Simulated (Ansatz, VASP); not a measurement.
**One calculation of Ru2Pb, two programs**

```xyz
3
Lattice="1.7773 1.0261 5.3680 -1.7773 1.0261 5.3680 0.0000 -2.0523 5.3680" Properties=species:S:1:pos:R:3 pbc="T T T"
Ru    0.0000    0.0000   12.0781
Ru    0.0000    0.0000    4.0260
Pb    0.0000    0.0000    0.0000
```

Alike in both runs: task single point; functional PBE; k mesh 6 × 6 × 6; occupations gaussian, width 0.1 eV; no spin polarisation.

|  | VASP | Ansatz |
| --- | --- | --- |
| version | VASP 6.6.1 | Ansatz 0.2.0 |
| potentials or method | VASP PAW PBE potentials, release 64 (Ru_pv, Pb_d), cutoff 520 eV | scalar-relativistic, plane waves, PAW |
| valence electrons in the cell | 42 | 46 |

|  | VASP | Ansatz | Ansatz less VASP |
| --- | --- | --- | --- |
| gap on the k mesh at the Fermi level (eV) | none | none | - |
| pressure (GPa) | 27.6 | 27.2 | -0.41 |
| traceless stress, the component that is largest in VASP (GPa) | -8.48 | -8.29 | +0.184 |
| rms of the force components (eV/Å) | 2.756 | 2.741 | -0.0144 |

Atom by atom the forces differ by 0.014 eV/Å (rms over components). A gap of «none» marks a metal or a gap that the smearing closes. VASP's potentials hold 42 valence electrons a cell and Ansatz's 46, so a difference there can come from the potentials and not from the codes.

Spin-orbit coupling is off throughout.
